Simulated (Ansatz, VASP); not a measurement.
## BaTiO3 in VASP and in Ansatz

File INCAR:

```
  PREC = Accurate
  ENCUT = 520
  EDIFF = 1E-7
  ISMEAR = -1
  SIGMA = 0.05
  LREAL = F
  LASPH = T
  NELM = 80
  ALGO = Normal
  ISIF = 2
  LWAVE = F
  LCHARG = T
  GGA = PE
  LELF = T
  LVHAR = T
  NBANDS = 28
```

Contents of KPOINTS:

```
Automatic mesh
0
Gamma
  9 9 9
```

The input POSCAR:

```
BaTiO3
1.0
    2.7993914759      1.6162294222      2.3177316080
   -2.7993914759      1.6162294222      2.3177316080
    0.0000000000     -3.2324588444      2.3177316080
Ba Ti O
1 1 3
Direct
    0.0000000000      0.0000000000      0.0000000000
    0.5140000000      0.5140000000      0.5140000000
    0.4916000000      0.4916000000      0.9815000000
    0.4916000000      0.9815000000      0.4916000000
    0.9815000000      0.4916000000      0.4916000000
```

Input for Ansatz:

```yaml
crystal:
  lattice:
    - [2.7993914759, 1.6162294222, 2.317731608]
    - [-2.7993914759, 1.6162294222, 2.317731608]
    - [0.0, -3.2324588444, 2.317731608]
  atoms:
    - { symbol: Ba, position: [0.0, 0.0, 0.0] }
    - { symbol: Ti, position: [0.514, 0.514, 0.514] }
    - { symbol: O, position: [0.4916, 0.4916, 0.9815] }
    - { symbol: O, position: [0.4916, 0.9815, 0.4916] }
    - { symbol: O, position: [0.9815, 0.4916, 0.4916] }
kpoints:
  mp_grid: { grid: [9, 9, 9] }
  band_path:
    path:
      - [0.0, 0.0, 0.0]
      - [0.5, 0.5, 0.5]
      - [0.5091516515, 0.4908483485, 0.5]
      - [0.5, -0.4908483485, 0.4908483485]
      - [0.5, 0.0, 0.0]
      - [0.0, 0.0, 0.0]
      - [0.4954241742, -0.4954241742, 0.0]
      - [0.5045758258, 0.0, 0.4954241742]
      - [0.5, 0.0, 0.5]
    npoints: 5
scf:
  occupations: { method: fermi_dirac, width: 0.05 }
hamiltonian:
  xc: pbe
  pseudopotentials: { kind: all_electron, lapw: { basis_error: 0.001 } }
output:
  forces: true
  stress: true
  eigenvalues: true
```

Change from the starting cell: equal xx and yy strain of -1 %.

Alike in both runs: task single point; functional PBE; k mesh 9 × 9 × 9; occupations fermi-dirac, width 0.05 eV; no spin polarisation.

```csv
,VASP,Ansatz
version,VASP 6.6.1,Ansatz 0.2.0
potentials or method,"VASP PAW PBE potentials, release 64 (Ba_sv, Ti_sv, O), cutoff 520 eV","all-electron LAPW, scalar-relativistic"
```

|  | VASP | Ansatz | Ansatz less VASP |
| --- | --- | --- | --- |
| gap on the k mesh at the Fermi level (eV) | 2.44 | 2.49 | +0.050 |
| pressure (GPa) | 10.8 | 8.8 | -1.96 |
| traceless stress, the component that is largest in VASP (GPa) | -2.02 | -1.92 | +0.104 |
| rms of the force components (eV/Å) | 0.192 | 0.167 | -0.0247 |

Atom by atom the forces differ by 0.030 eV/Å (rms over components). Ansatz ran all-electron here, and VASP with PAW potentials.

Spin-orbit coupling is off throughout.
